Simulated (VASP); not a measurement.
Al3BP4:

```xyz
8
Lattice="5.2555 0.0000 0.0000 0.0000 5.2555 0.0000 0.0000 0.0000 5.2555" Properties=species:S:1:pos:R:3 pbc="T T T"
B     0.0000    0.0000    0.0000
P     1.1920    1.1920    1.1920
P     4.0636    4.0636    1.1920
P     4.0636    1.1920    4.0636
P     1.1920    4.0636    4.0636
Al    2.6278    2.6278    0.0000
Al    2.6278    0.0000    2.6278
Al    0.0000    2.6278    2.6278
```

Base run:

```yaml
Program: VASP 6.6.1
Functional: r2SCAN
Potentials_or_basis: VASP PAW PBE potentials, release 64 (B, P, Al)
Cutoff: 520 eV
k_mesh: 6 × 6 × 6
Occupations: gaussian, width 0.01 eV
Spin: no spin polarisation
```

Its results: band gap on the k mesh 1.32 eV, indirect (least direct gap 1.68 eV); pressure -0.3 GPa; largest force 0.018 eV/Å.

The run is repeated on the same cell with these changes: functional from r2SCAN to PBE. What comes out?

Band gap on the k mesh 1.07 eV, indirect (least direct gap 1.39 eV); pressure 1.1 GPa; largest force 0.137 eV/Å.

r2SCAN gives the wider gap, since meta-GGAs in the generalised Kohn-Sham scheme recover part of the derivative discontinuity.

Caveats: the PAW data sets were made with another functional, which shifts forces and pressure a little (some runs).

A k mesh can miss the band edges.
